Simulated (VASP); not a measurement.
# Zr (I4/mmm) in VASP: a series of runs, part 2 of 2

VASP 6.6.1. The steps go on from the part before.

**3. Electric field gradients, PBEsol (zz strain of +2 %)**

File INCAR:

```
SYSTEM = Zr
PREC = Accurate
ENCUT = 520
EDIFF = 1E-8
ISMEAR = -1
SIGMA = 0.08
LREAL = .False.
LASPH = .True.
NELM = 60
ALGO = Normal
ISIF = 2
LWAVE = .False.
LCHARG = .False.
GGA = PS
LEFG = .True.
NBANDS = 12
```

File KPOINTS:

```
Automatic mesh
0
Gamma
  14 14 14
  0 0 0
```

File POSCAR:

```
Zr
1.0
   -1.8100000000      1.8100000000      1.8462000000
    1.8100000000     -1.8100000000      1.8462000000
    1.8100000000      1.8100000000     -1.8462000000
Zr
1
Direct
    0.0000000000      0.0000000000      0.0000000000
```

Potentials or basis: VASP PAW PBE potentials, release 64 (Zr_sv).

The run is started by

```console
cat potpaw_PBE.64/Zr_sv/POTCAR > POTCAR
mpirun -np 1 vasp_std > vasp.out
```

OUTCAR:

```text
SYSTEM = Zr
   PREC = Accurate
   ENCUT = 520
   EDIFF = 1E-8
   ISMEAR = -1
   LREAL = .False.
   LASPH = .True.
   NELM = 60
   ISIF = 2
   GGA = PS

 ion  position               nearest neighbor table
   1  0.000  0.000  0.000-

  LATTYP: Found a body centered tetragonal cell.
 ALAT       =     3.6200000000
 C/A-ratio  =     1.0200000000

  Lattice vectors:

 A1 = (  -1.8100000000,   1.8100000000,   1.8462000000)
 A2 = (   1.8100000000,  -1.8100000000,   1.8462000000)
 A3 = (   1.8100000000,   1.8100000000,  -1.8462000000)

Analysis of symmetry for initial positions (statically):
=====================================================================
 Subroutine PRICEL returns:
 Original cell was already a primitive cell.

 Routine SETGRP: Setting up the symmetry group for a
 body centered tetragonal supercell.

 Subroutine GETGRP returns: Found 16 space group operations
 (whereof 16 operations were pure point group operations)
 out of a pool of 16 trial point group operations.

The static configuration has the point symmetry D_4h.

Analysis of symmetry for dynamics (positions and initial velocities):
=====================================================================
 Subroutine PRICEL returns:
 Original cell was already a primitive cell.

 Routine SETGRP: Setting up the symmetry group for a
 body centered tetragonal supercell.

 Subroutine GETGRP returns: Found 16 space group operations
 (whereof 16 operations were pure point group operations)
 out of a pool of 16 trial point group operations.

The dynamic configuration has the point symmetry D_4h.

 Subroutine INISYM returns: Found 16 space group operations
 (whereof 16 operations are pure point group operations),
[... 161 lines left out ...]
     12      20.5301      0.00000
[... 331 lines left out ...]
 k-point    24 :       0.2857    0.1429    0.0000
  band No.  band energies     occupation
      1     -40.1965      2.00000
      2     -18.5844      2.00000
      3     -18.1534      2.00000
      4     -17.9448      2.00000
      5       5.7811      2.00000
      6       7.8231      1.97271
      7       8.2931      0.33754
      8      11.2327      0.00000
      9      12.1056      0.00000
     10      13.4341      0.00000
     11      18.8110      0.00000
     12      20.1068      0.00000

 [... further k-points ...]

------------------------ aborting loop because EDIFF is reached ----------------------------------------

  FORCE on cell =-STRESS in cart. coord.  units (eV):
  Direction    XX          YY          ZZ          XY          YZ          ZX
  --------------------------------------------------------------------------------------
  -------------------------------------------------------------------------------------
  Total       -1.2167555     -1.2167555     -1.1808251      0.0000000      0.0000000     -0.0000000
  in kB      -80.5782810    -80.5782810    -78.1988301      0.0000000      0.0000000     -0.0000000
  external PRESSURE =     -79.7851307 kB  Pullay stress =       0.0000000 kB

 VOLUME and BASIS-vectors are now :
 -----------------------------------------------------------------------------
  energy-cutoff  :      520.00
  volume of cell :       24.19
      direct lattice vectors                 reciprocal lattice vectors
    -1.810000000  1.810000000  1.846200000     0.000000000  0.276243094  0.270826563
     1.810000000 -1.810000000  1.846200000     0.276243094  0.000000000  0.270826563
     1.810000000  1.810000000 -1.846200000     0.276243094  0.276243094  0.000000000

 POSITION                                       TOTAL-FORCE (eV/Angst)
 -----------------------------------------------------------------------------------
      0.00000      0.00000      0.00000        -0.000000     -0.000000      0.000000
 -----------------------------------------------------------------------------------
    total drift:                               -0.000000      0.000000      0.000000

  FREE ENERGIE OF THE ION-ELECTRON SYSTEM (eV)
  ---------------------------------------------------
  free  energy   TOTEN  =        -8.9721800554 eV

  energy  without entropy=       -8.9295712289  energy(sigma->0) =       -8.95087564

 Electric field gradients (V/A^2)
---------------------------------------------------------------------
 ion       V_xx      V_yy      V_zz      V_xy      V_xz      V_yz
---------------------------------------------------------------------
   1       0.365     0.365    -0.730    -0.000    -0.000    -0.000
---------------------------------------------------------------------

 Electric field gradients after diagonalization (V/A^2)
 (convention: |V_zz| > |V_xx| > |V_yy|)
----------------------------------------------------------------------
 ion       V_xx      V_yy      V_zz     asymmetry (V_yy - V_xx)/ V_zz
----------------------------------------------------------------------
   1       0.365     0.365    -0.730       0.000
----------------------------------------------------------------------

           NMR quadrupolar parameters

 Cq : quadrupolar parameter    Cq=e*Q*V_zz/h
 eta: asymmetry parameters     (V_yy - V_xx)/ V_zz
 Q  : nuclear electric quadrupole moment in mb (millibarn)
----------------------------------------------------------------------
 ion       Cq(MHz)       eta       Q (mb)
----------------------------------------------------------------------
   1      -0.002       0.000       1.000
----------------------------------------------------------------------
```

OSZICAR:

```text
N       E                     dE             d eps       ncg     rms          rms(c)
DAV:   1     0.855275179772E+02    0.85528E+02   -0.68914E+03  5856   0.992E+02
DAV:   2    -0.625928896831E+01   -0.91787E+02   -0.89291E+02  6796   0.268E+02
DAV:   3    -0.933283840873E+01   -0.30735E+01   -0.30259E+01  8956   0.410E+01
DAV:   4    -0.938962907875E+01   -0.56791E-01   -0.56722E-01  6752   0.538E+00
DAV:   5    -0.939077193374E+01   -0.11429E-02   -0.11427E-02  8396   0.544E-01    0.988E+00
DAV:   6    -0.903730078514E+01    0.35347E+00   -0.43925E-01  6420   0.593E+00    0.381E+00
DAV:   7    -0.897051164529E+01    0.66789E-01   -0.20829E-01  7200   0.384E+00    0.674E-01
DAV:   8    -0.897218927157E+01   -0.16776E-02   -0.11532E-02  6828   0.122E+00    0.119E-01
DAV:   9    -0.897218904809E+01    0.22349E-06   -0.44280E-04  7684   0.191E-01    0.210E-02
DAV:  10    -0.897218070690E+01    0.83412E-05   -0.24401E-05  6740   0.518E-02    0.152E-02
DAV:  11    -0.897218004961E+01    0.65729E-06   -0.22084E-06  6860   0.154E-02    0.144E-03
DAV:  12    -0.897218006198E+01   -0.12371E-07   -0.72087E-08  7832   0.222E-03    0.289E-04
DAV:  13    -0.897218005541E+01    0.65691E-08   -0.61451E-09  3984   0.713E-04
   1 F= -.89721801E+01 E0= -.89508756E+01  d E =-.426088E-01
```

It took 96 s on 1 thread of AMD EPYC 7R13, shared host; peak memory 0.16 GiB.

What came out:

```yaml
Free_energy: -8.9722 eV
Pressure: -8.0 GPa
Band_gap_on_the_k_mesh: zero (bands 6 and 7 overlap by 1.61 eV)
Largest_electric_field_gradient_by_atom: Zr -0.7 V/Å²
```

Electric field gradients, principal values (V/Å²):
| atom | least | middle | greatest (by size) |
| --- | --- | --- | --- |
| 1 Zr | 0.365 | 0.365 | -0.730 |

Caveat: the cell differs from its parent crystal (zz strain of +2 %); the cell stands under tension; without QUAD_EFG the Cq values of the log hold for a quadrupole moment of 1 mb, not for the nuclei; the PAW data sets were made with another functional, which shifts forces and pressure a little.

**4. Electric field gradients, PBEsol (zz strain of +2 %)**

File INCAR:

```
ALGO = Normal
EDIFF = 1E-8
ENCUT = 520
GGA = PS
ISIF = 2
ISMEAR = -1
LASPH = True
LCHARG = False
LEFG = True
LREAL = False
LWAVE = False
NBANDS = 12
NELM = 60
PREC = Accurate
SIGMA = 0.08
```

File KPOINTS:

```
k-points
0
Gamma
  14 14 14
```

POSCAR is that of step 3.

Potentials or basis: VASP PAW PBE potentials, release 64 (Zr_sv).

The run is started by

```console
cat potpaw_PBE.64/Zr_sv/POTCAR > POTCAR
mpirun -np 1 vasp_std > vasp.out
```

OUTCAR:

```text
EDIFF = 1E-8
   ENCUT = 520
   GGA = PS
   ISIF = 2
   ISMEAR = -1
   LASPH = True
   LREAL = False
   NELM = 60
   PREC = Accurate

 ion  position               nearest neighbor table
   1  0.000  0.000  0.000-

  LATTYP: Found a body centered tetragonal cell.
 ALAT       =     3.6200000000
 C/A-ratio  =     1.0200000000

  Lattice vectors:

 A1 = (  -1.8100000000,   1.8100000000,   1.8462000000)
 A2 = (   1.8100000000,  -1.8100000000,   1.8462000000)
 A3 = (   1.8100000000,   1.8100000000,  -1.8462000000)

Analysis of symmetry for initial positions (statically):
=====================================================================
 Subroutine PRICEL returns:
 Original cell was already a primitive cell.

 Routine SETGRP: Setting up the symmetry group for a
 body centered tetragonal supercell.

 Subroutine GETGRP returns: Found 16 space group operations
 (whereof 16 operations were pure point group operations)
 out of a pool of 16 trial point group operations.

The static configuration has the point symmetry D_4h.

Analysis of symmetry for dynamics (positions and initial velocities):
=====================================================================
 Subroutine PRICEL returns:
 Original cell was already a primitive cell.

 Routine SETGRP: Setting up the symmetry group for a
 body centered tetragonal supercell.

 Subroutine GETGRP returns: Found 16 space group operations
 (whereof 16 operations were pure point group operations)
 out of a pool of 16 trial point group operations.

The dynamic configuration has the point symmetry D_4h.
[... 160 lines left out ...]
      8       9.3839      0.00000
      9      11.5180      0.00000
     10      11.7619      0.00000
     11      20.2430      0.00000
     12      20.5301      0.00000
[... 331 lines left out ...]
 k-point    24 :       0.2857    0.1429    0.0000
  band No.  band energies     occupation
      1     -40.1965      2.00000
      2     -18.5844      2.00000
      3     -18.1534      2.00000
      4     -17.9448      2.00000
      5       5.7811      2.00000
      6       7.8231      1.97271
      7       8.2931      0.33754
      8      11.2327      0.00000
      9      12.1056      0.00000
     10      13.4341      0.00000
     11      18.8110      0.00000
     12      20.1068      0.00000

 [... further k-points ...]

------------------------ aborting loop because EDIFF is reached ----------------------------------------

  FORCE on cell =-STRESS in cart. coord.  units (eV):
  Direction    XX          YY          ZZ          XY          YZ          ZX
  --------------------------------------------------------------------------------------
  -------------------------------------------------------------------------------------
  Total       -1.2167555     -1.2167555     -1.1808251      0.0000000      0.0000000     -0.0000000
  in kB      -80.5782810    -80.5782810    -78.1988301      0.0000000      0.0000000     -0.0000000
  external PRESSURE =     -79.7851307 kB  Pullay stress =       0.0000000 kB

 VOLUME and BASIS-vectors are now :
 -----------------------------------------------------------------------------
  energy-cutoff  :      520.00
  volume of cell :       24.19
      direct lattice vectors                 reciprocal lattice vectors
    -1.810000000  1.810000000  1.846200000     0.000000000  0.276243094  0.270826563
     1.810000000 -1.810000000  1.846200000     0.276243094  0.000000000  0.270826563
     1.810000000  1.810000000 -1.846200000     0.276243094  0.276243094  0.000000000

 POSITION                                       TOTAL-FORCE (eV/Angst)
 -----------------------------------------------------------------------------------
      0.00000      0.00000      0.00000        -0.000000     -0.000000      0.000000
 -----------------------------------------------------------------------------------
    total drift:                               -0.000000      0.000000      0.000000

  FREE ENERGIE OF THE ION-ELECTRON SYSTEM (eV)
  ---------------------------------------------------
  free  energy   TOTEN  =        -8.9721800554 eV

  energy  without entropy=       -8.9295712289  energy(sigma->0) =       -8.95087564

 Electric field gradients (V/A^2)
---------------------------------------------------------------------
 ion       V_xx      V_yy      V_zz      V_xy      V_xz      V_yz
---------------------------------------------------------------------
   1       0.365     0.365    -0.730    -0.000    -0.000    -0.000
---------------------------------------------------------------------

 Electric field gradients after diagonalization (V/A^2)
 (convention: |V_zz| > |V_xx| > |V_yy|)
----------------------------------------------------------------------
 ion       V_xx      V_yy      V_zz     asymmetry (V_yy - V_xx)/ V_zz
----------------------------------------------------------------------
   1       0.365     0.365    -0.730       0.000
----------------------------------------------------------------------

           NMR quadrupolar parameters

 Cq : quadrupolar parameter    Cq=e*Q*V_zz/h
 eta: asymmetry parameters     (V_yy - V_xx)/ V_zz
 Q  : nuclear electric quadrupole moment in mb (millibarn)
----------------------------------------------------------------------
 ion       Cq(MHz)       eta       Q (mb)
----------------------------------------------------------------------
   1      -0.002       0.000       1.000
----------------------------------------------------------------------
```

Wall time 1.7 min (1 thread of AMD EPYC 7R13, shared host); peak memory 0.16 GiB.

Results:

```yaml
Free_energy: -8.9722 eV
Pressure: -8.0 GPa
Band_gap_on_the_k_mesh: zero (bands 6 and 7 overlap by 1.61 eV)
Largest_electric_field_gradient_by_atom: Zr -0.7 V/Å²
```

Stress tensor (GPa, compression positive):
```
-8.06  0.00  0.00
 0.00 -8.06  0.00
 0.00  0.00 -7.82
```

Electric field gradients, principal values (V/Å²):
```csv
atom,least,middle,greatest (by size)
1 Zr,0.365,0.365,-0.730
```

Caveat: the cell differs from its parent crystal (zz strain of +2 %); the cell stands under tension; without QUAD_EFG the Cq values of the log hold for a quadrupole moment of 1 mb, not for the nuclei; the PAW data sets were made with another functional, which shifts forces and pressure a little.
